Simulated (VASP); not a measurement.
# CoSi (P2_13) in VASP: further runs

Aim: see how the results for CoSi move with the level of theory and the settings. Levels: PBE+D4, PBE. Tasks: single point.

All numbers are computed with VASP 6.6.1; they aren't measurements. Logs are shortened: lines on timing, memory, paths and dates and some standing lists are left out, and cuts for length are marked.

### Step 1. The cell of the first run

The structure is cubic, space group P2_13 (No. 198). The conventional cell has a = 4.525 Å, b = 4.525 Å, c = 4.525 Å, α = 90.00°, β = 90.00°, γ = 90.00°. Co (site symmetry 3) has 7 Si at 2.33 to 2.51 Å and 6 Co at 2.78 Å within 3.1 Å. Within 3.1 Å of Si (site symmetry 3) lie 7 Co at 2.33 to 2.51 Å and 6 Si at 2.80 Å.

### Step 2. Single point, PBE+D4, collinear spin, ferromagnetic start

INCAR

```
SYSTEM = CoSi
ALGO = Normal ; EDIFF = 1E-7
ENCUT = 520 ; GGA = PE
ISIF = 2 ; ISMEAR = -1
ISPIN = 2 ; IVDW = 13
LASPH = .True. ; LCHARG = .False.
LMAXMIX = 4 ; LORBIT = 11
LREAL = .False. ; LWAVE = .False.
MAGMOM = 2 2 2 2 0 0 0 0 ; NBANDS = 40
NELM = 150 ; PREC = Accurate
SIGMA = 0.05
```

KPOINTS

```
k-points
0
Gamma
  6 6 6
  0 0 0
```

POSCAR

```
CoSi
1.0
    4.5250417059      0.0000000000      0.0000000000
    0.0000000000      4.5250417059      0.0000000000
    0.0000000000      0.0000000000      4.5250417059
Co Si
4 4
Direct
    0.8600000000      0.6400000000      0.3600000000
    0.6400000000      0.3600000000      0.8600000000
    0.3600000000      0.8600000000      0.6400000000
    0.1400000000      0.1400000000      0.1400000000
    0.1570000000      0.3430000000      0.6570000000
    0.3430000000      0.6570000000      0.1570000000
    0.6570000000      0.1570000000      0.3430000000
    0.8430000000      0.8430000000      0.8430000000
```

Potentials or basis: VASP PAW PBE potentials, release 64 (Co, Si).

Command:

```bash
$ cat potpaw_PBE.64/Co/POTCAR potpaw_PBE.64/Si/POTCAR > POTCAR
$ mpirun -np 1 vasp_std > vasp.out
```

OUTCAR:

```text
SYSTEM = CoSi
   EDIFF = 1E-7
   ENCUT = 520
   GGA = PE
   ISIF = 2
   ISMEAR = -1
   ISPIN = 2
   IVDW = 13
   LASPH = .True.
   LORBIT = 11
   LREAL = .False.
   NELM = 150
   PREC = Accurate

 ion  position               nearest neighbor table
   1  0.860  0.640  0.360-   5 2.33   6 2.37   7 2.37   8 2.37   7 2.51   8 2.51   6 2.51   2 2.78
                             2 2.78   3 2.78   4 2.78   3 2.78   4 2.78
   2  0.640  0.360  0.860-   6 2.33   5 2.37   7 2.37   8 2.37   5 2.51   7 2.51   8 2.51   1 2.78
                             1 2.78   3 2.78   3 2.78   4 2.78   4 2.78
   3  0.360  0.860  0.640-   7 2.33   6 2.37   5 2.37   8 2.37   6 2.51   5 2.51   8 2.51   1 2.78
                             4 2.78   2 2.78   2 2.78   1 2.78   4 2.78
   4  0.140  0.140  0.140-   8 2.33   6 2.37   7 2.37   5 2.37   6 2.51   5 2.51   7 2.51   2 2.78
                             3 2.78   1 2.78   3 2.78   1 2.78   2 2.78
   5  0.157  0.343  0.657-   1 2.33   2 2.37   3 2.37   4 2.37   3 2.51   4 2.51   2 2.51   8 2.80
                             6 2.80   6 2.80   8 2.80   7 2.80   7 2.80
   6  0.343  0.657  0.157-   2 2.33   1 2.37   3 2.37   4 2.37   1 2.51   3 2.51   4 2.51   8 2.80
                             5 2.80   5 2.80   7 2.80   7 2.80   8 2.80
   7  0.657  0.157  0.343-   3 2.33   2 2.37   1 2.37   4 2.37   2 2.51   1 2.51   4 2.51   8 2.80
                             8 2.80   5 2.80   6 2.80   6 2.80   5 2.80
   8  0.843  0.843  0.843-   4 2.33   2 2.37   3 2.37   1 2.37   2 2.51   1 2.51   3 2.51   5 2.80
                             6 2.80   7 2.80   7 2.80   5 2.80   6 2.80

  LATTYP: Found a simple cubic cell.
 ALAT       =     4.5250417059

  Lattice vectors:

 A1 = (   4.5250417059,   0.0000000000,   0.0000000000)
 A2 = (   0.0000000000,   4.5250417059,   0.0000000000)
 A3 = (   0.0000000000,   0.0000000000,   4.5250417059)

Analysis of symmetry for initial positions (statically):
=====================================================================
 Subroutine PRICEL returns:
 Original cell was already a primitive cell.

 Routine SETGRP: Setting up the symmetry group for a
 simple cubic supercell.

 Subroutine GETGRP returns: Found 12 space group operations
 (whereof  3 operations were pure point group operations)
 out of a pool of 48 trial point group operations.

The static configuration has the point symmetry C_3 .
 The point group associated with its full space group is T   .

Analysis of symmetry for dynamics (positions and initial velocities):
=====================================================================
 Subroutine PRICEL returns:
 Original cell was already a primitive cell.

 Routine SETGRP: Setting up the symmetry group for a
 simple cubic supercell.

 Subroutine GETGRP returns: Found 12 space group operations
 (whereof  3 operations were pure point group operations)
 out of a pool of 48 trial point group operations.

The dynamic configuration has the point symmetry C_3 .
 The point group associated with its full space group is T   .

Analysis of structural, dynamic, and magnetic symmetry:
=====================================================================
 Subroutine PRICEL returns:
 Original cell was already a primitive cell.

 Routine SETGRP: Setting up the symmetry group for a
 simple cubic supercell.

 Subroutine GETGRP returns: Found 12 space group operations
 (whereof  3 operations were pure point group operations)
 out of a pool of 48 trial point group operations.

The overall configuration has the point symmetry C_3 .
 The point group associated with its full space group is T   .

 Subroutine INISYM returns: Found 12 space group operations
 (whereof  3 operations are pure point group operations),
 and found     1 'primitive' translations

----------------------------------------------------------------------------------------

                                     Primitive cell

  volume of cell :      92.6548

  direct lattice vectors                    reciprocal lattice vectors
     4.525041706  0.000000000  0.000000000     0.220992438  0.000000000  0.000000000
     0.000000000  4.525041706  0.000000000     0.000000000  0.220992438  0.000000000
     0.000000000  0.000000000  4.525041706     0.000000000  0.000000000  0.220992438

  length of vectors
     4.525041706  4.525041706  4.525041706     0.220992438  0.220992438  0.220992438

  position of ions in fractional coordinates (direct lattice)
     0.860000000  0.640000000  0.360000000
     0.640000000  0.360000000  0.860000000
     0.360000000  0.860000000  0.640000000
     0.140000000  0.140000000  0.140000000
[... 80 lines left out ...]
   ISPIN  =      2    spin polarized calculation?
   LNONCOLLINEAR =      F non collinear calculations
   LSORBIT =      F    spin-orbit coupling
   LASPH  =      T    aspherical Exc in radial PAW
   ENCUT  =  520.0 eV  38.22 Ry    6.18 a.u.   8.41  8.41  8.41*2*pi/ulx,y,z
   NELM   =    150;   NELMIN=  2; NELMDL= -5     # of ELM steps
   EDIFF  = 0.1E-06   stopping-criterion for ELM
   LREAL  =      F    real-space projection
   EDIFFG = 0.1E-05   stopping-criterion for IOM
   NSW    =      0    number of steps for IOM
   IBRION =     -1    ionic relax: 0-MD 1-quasi-New 2-CG
   NFREE  =      0    steps in history (QN), initial steepest desc. (CG)
   ISIF   =      2    stress and relaxation
   ISYM   =      2    0-nonsym 1-usesym 2-fastsym
   POTIM  = 0.5000    time-step for ionic-motion
   TEBEG  =    0.0;   TEEND  =   0.0 temperature during run
   PSTRESS=    0.0 pullay stress
   NELECT =      52.0000    total number of electrons
   NUPDOWN=      -1.0000    fix difference up-down
   EMIN   =  10.00;   EMAX   =-10.00  energy-range for DOS
   EFERMI =   0.00;   METHOD = LEGACY
   ISMEAR =    -1;   SIGMA  =   0.05  broadening in eV -4-tet -1-fermi 0-gaus
   EFERMI_NEDOS =   21; number of points for ismear=-14 and -15
   IALGO  =     38    algorithm
   IMIX   =      4    mixing-type and parameters
     AMIX     =   0.40;   BMIX     =  1.00
     AMIX_MAG =   1.60;   BMIX_MAG =  1.00
  volume/ion in A,a.u.               =      11.58        78.16
  Fermi-wavevector in a.u.,A,eV,Ry     =   1.350372  2.551833 24.810278  1.823504
  Thomas-Fermi vector in A             =   2.477882
   LORBIT       =     11    0 simple, 1 ext, 2 COOP (PROOUT), +10 PAW based schemes
   GGA     = PE    functional components
   LHFCALC =     F    Hartree Fock is set to
   AEXX    =    0.0000 exact exchange contribution
   IVDW    =    13    specifies the selected vdW correction
   LEPSILON=     F    determine dielectric tensor
   LRPA    =     F    only Hartree local field effects (RPA)
 spin polarized calculation
  energy-cutoff  :      520.00
  volume of cell :       92.65
 maximum number of plane-waves:      2517
 NGX is ok and might be reduce to    36
   NGX = 17   NGY = 17   NGZ = 17

 number of electron      51.9999972 magnetization       0.0048288

 number of electron      51.9999972 magnetization      -0.0006439

 Free energy of the ion-electron system (eV)
  ---------------------------------------------------
  ext. energy  EPLUGINS =         0.00000000
  ---------------------------------------------------
  free energy    TOTEN  =       -54.52559812 eV

  energy without entropy =      -54.50908930  energy(sigma->0) =      -54.51734371

 E-fermi :  11.2099     XC(G=0): -12.5483

 val. band max:       11.1536699476   @ k =   0.0000   0.0000   0.0000
 cond. band min:      11.2421789043   @ k =   0.5000   0.5000   0.3333
 fundamental gap:      0.0885089568
 Fermi energy:        11.2099462477

 spin component 1

 k-point     1 :       0.0000    0.0000    0.0000
  band No.  band energies     occupation
      1      -1.9872      1.00000
      2       3.2822      1.00000
      3       3.2822      1.00000
      4       3.2822      1.00000
      5       5.9908      1.00000
      6       5.9908      1.00000
[... 973 lines left out ...]
     37      18.7307      0.00000
     38      18.7307      0.00000
 Fermi energy:        11.2099462477

 spin component 2

 k-point     1 :       0.0000    0.0000    0.0000
  band No.  band energies     occupation
      1      -1.9872      1.00000
      2       3.2822      1.00000
      3       3.2822      1.00000
      4       3.2822      1.00000
      5       5.9908      1.00000
      6       5.9908      1.00000
[... 973 lines left out ...]
     37      18.7307      0.00000
     38      18.7307      0.00000
 [bands above 38 left out]

------------------------ aborting loop because EDIFF is reached ----------------------------------------

  DFT-D4 for vdW energy calculation

  Edisp (eV):   -3.81153

  FORCE on cell =-STRESS in cart. coord.  units (eV):
  Direction    XX          YY          ZZ          XY          YZ          ZX
  --------------------------------------------------------------------------------------
  -------------------------------------------------------------------------------------
  Total     -10.26436   -10.26436   -10.26436     0.00000     0.00000     0.00000
  in kB    -177.49036  -177.49036  -177.49036     0.00000     0.00000     0.00000
  external pressure =     -177.49 kB  Pullay stress =        0.00 kB

 VOLUME and BASIS-vectors are now :
 -----------------------------------------------------------------------------
  energy-cutoff  :      520.00
  volume of cell :       92.65
      direct lattice vectors                 reciprocal lattice vectors
     4.525041706  0.000000000  0.000000000     0.220992438  0.000000000  0.000000000
     0.000000000  4.525041706  0.000000000     0.000000000  0.220992438  0.000000000
     0.000000000  0.000000000  4.525041706     0.000000000  0.000000000  0.220992438

 POSITION                                       TOTAL-FORCE (eV/Angst)
 -----------------------------------------------------------------------------------
      3.89154      2.89603      1.62902        -0.036899      0.036899     -0.036899
      2.89603      1.62902      3.89154         0.036899     -0.036899     -0.036899
      1.62902      3.89154      2.89603        -0.036899     -0.036899      0.036899
      0.63351      0.63351      0.63351         0.036899      0.036899      0.036899
      0.71043      1.55209      2.97295         0.060613     -0.060613      0.060613
      1.55209      2.97295      0.71043        -0.060613      0.060613      0.060613
      2.97295      0.71043      1.55209         0.060613      0.060613     -0.060613
      3.81461      3.81461      3.81461        -0.060613     -0.060613     -0.060613
 -----------------------------------------------------------------------------------
    total drift:                                0.000000     -0.000000      0.000000

  FREE ENERGIE OF THE ION-ELECTRON SYSTEM (eV)
  ---------------------------------------------------
  free  energy   TOTEN  =       -58.3371249450 eV

  energy  without entropy=      -58.3206161204  energy(sigma->0) =      -58.32887053

 total charge

# of ion       s       p       d       tot
------------------------------------------
    1        0.409   0.556   7.513   8.478
    2        0.409   0.556   7.513   8.478
    3        0.409   0.556   7.513   8.478
    4        0.409   0.556   7.513   8.478
    5        0.729   0.844   0.000   1.573
    6        0.729   0.844   0.000   1.573
    7        0.729   0.844   0.000   1.573
    8        0.729   0.844   0.000   1.573
--------------------------------------------------
tot          4.551   5.600  30.050  40.201

 magnetization (x)

# of ion       s       p       d       tot
------------------------------------------
    1       -0.000   0.000  -0.000  -0.000
    2       -0.000   0.000  -0.000  -0.000
    3       -0.000   0.000  -0.000  -0.000
    4       -0.000   0.000  -0.000  -0.000
    5        0.000   0.000   0.000   0.000
    6        0.000   0.000   0.000   0.000
    7        0.000   0.000   0.000   0.000
    8        0.000   0.000   0.000   0.000
--------------------------------------------------
tot          0.000   0.000  -0.000  -0.000
```

Run time: 4.4 min. Hardware: 1 thread of Intel Xeon 8259CL, shared host; peak memory 0.31 GiB.

Results:

| Quantity | Value |
| --- | --- |
| Free energy | -58.3371 eV |
| Pressure | -17.7 GPa |
| Largest force | 0.105 eV/Å |
| Band gap on the k mesh | zero (filled and empty bands overlap) |
| Net moment | 0.00 μB per cell |
| Valence electrons inside the program's atomic spheres | Co 8.48; Si 1.57 |
| Dispersion energy per atom | -0.476 eV |

Forces on the atoms (eV/Å):
```
Co  -0.037  0.037 -0.037
Co   0.037 -0.037 -0.037
Co  -0.037 -0.037  0.037
Co   0.037  0.037  0.037
Si   0.061 -0.061  0.061
Si  -0.061  0.061  0.061
Si   0.061  0.061 -0.061
Si  -0.061 -0.061 -0.061
```

Caveat: the cell stands under tension.

### Step 3. Single point, PBE, collinear spin, ferromagnetic start

INCAR

```
SYSTEM = CoSi
PREC = Accurate
ENCUT = 520
EDIFF = 1E-6
ISMEAR = -1
SIGMA = 0.05
LREAL = .FALSE.
LASPH = .TRUE.
NELM = 150
ALGO = Normal
ISIF = 2
LWAVE = .FALSE.
LCHARG = .TRUE.
ISPIN = 2
MAGMOM = 2 2 2 2 0 0 0 0
LORBIT = 11
LMAXMIX = 4
GGA = PE
LELF = .TRUE.
LVHAR = .TRUE.
NBANDS = 40
```

KPOINTS

```
regular mesh
0
G
  6 6 6
  0 0 0
```

POSCAR is that of step 2.

Potentials or basis: VASP PAW PBE potentials, release 64 (Co, Si).

Command:

```bash
$ cat potpaw_PBE.64/Co/POTCAR potpaw_PBE.64/Si/POTCAR > POTCAR
$ mpirun -np 1 vasp_std > vasp.out
```

Run time: 4.3 min. Hardware: 1 thread of Intel Xeon 8259CL, shared host; peak memory 0.31 GiB.

The run converged. Its results:

| Property | Result |
| --- | --- |
| Free energy | -54.5256 eV |
| Pressure | -11.6 GPa |
| Largest force | 0.105 eV/Å |
| Band gap on the k mesh | zero (filled and empty bands overlap) |
| Net moment | 0.00 μB per cell |
| Valence electrons inside the program's atomic spheres | Co 8.48; Si 1.57 |

Forces on the atoms (eV/Å):
```
Co  -0.040  0.040 -0.040
Co   0.040 -0.040 -0.040
Co  -0.040 -0.040  0.040
Co   0.040  0.040  0.040
Si   0.061 -0.061  0.061
Si  -0.061  0.061  0.061
Si   0.061  0.061 -0.061
Si  -0.061 -0.061 -0.061
```

Levels at points of the mesh, in eV from the Fermi level:
Spin up:
```csv
k point,band 24,band 25,band 26,band 27,band 28,band 29
"(0.00, 0.00, 0.00)",-0.74,-0.06,-0.06,-0.06,2.18,2.18
"(0.50, 0.00, 0.00)",-0.65,-0.47,-0.47,0.89,0.89,1.24
"(0.50, 0.50, 0.00)",-0.96,-0.06,-0.06,0.47,0.47,1.74
"(0.50, 0.50, 0.50)",-1.15,-0.24,-0.24,-0.24,-0.24,4.92
```
Spin down:
| k point | band 23 | band 24 | band 25 | band 26 | band 27 | band 28 | band 29 | band 30 |
| --- | --- | --- | --- | --- | --- | --- | --- | --- |
| (0.00, 0.00, 0.00) | -0.74 | -0.74 | -0.06 | -0.06 | -0.06 | 2.18 | 2.18 | 2.18 |
| (0.50, 0.00, 0.00) | -0.65 | -0.65 | -0.47 | -0.47 | 0.89 | 0.89 | 1.24 | 1.24 |
| (0.50, 0.50, 0.00) | -0.96 | -0.96 | -0.06 | -0.06 | 0.47 | 0.47 | 1.74 | 1.74 |
| (0.50, 0.50, 0.50) | -1.15 | -1.15 | -0.24 | -0.24 | -0.24 | -0.24 | 4.92 | 4.92 |

Caveat: the cell stands under tension.
